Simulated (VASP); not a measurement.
A run of VASP 6.6.1:

INCAR

```
SYSTEM = SiO2
PREC = Accurate
ENCUT = 520
EDIFF = 1E-6
ISMEAR = 0
SIGMA = 0.1
LREAL = .FALSE.
LASPH = .TRUE.
NELM = 100
ALGO = Normal
ISIF = 2
LWAVE = .FALSE.
LCHARG = .FALSE.
GGA = PE
NBANDS = 34
```

File KPOINTS:

```
regular mesh
0
G
  6 6 4
  0 0 0
```

POSCAR

```
SiO2
1.0
    5.0605222284      0.0000000000      0.0000000000
   -2.5302611142      4.3825408062      0.0000000000
    0.0000000000      0.0000000000      5.5413533100
Si O
3 6
Direct
    0.0000000000      0.5000000000      0.3333333300
    0.5000000000      0.5000000000      0.6666666700
    0.5000000000      0.0000000000      0.0000000000
    0.5827892600      0.7913946300      0.8333333300
    0.7913946300      0.5827892600      0.5000000000
    0.7913946300      0.2086053700      0.1666666700
    0.4172107400      0.2086053700      0.8333333300
    0.2086053700      0.4172107400      0.5000000000
    0.2086053700      0.7913946300      0.1666666700
```

Potentials or basis: VASP PAW PBE potentials, release 64 (Si, O).

Run with:

```bash
$ cat potpaw_PBE.64/Si/POTCAR potpaw_PBE.64/O/POTCAR > POTCAR
$ mpirun -np 1 vasp_std > vasp.out
```

Hardware: 1 thread of Intel(R) Xeon(R) Platinum 8375C CPU @ 2.90GHz (Ice Lake) (shared host).

**Question.** Estimate the wall time of this run.

**Answer.** It took 74 s on 1 thread of Intel(R) Xeon(R) Platinum 8375C CPU @ 2.90GHz (Ice Lake), with other jobs on the host, peak memory 0.26 GiB. Counts: scf iterations 14, k points 21.
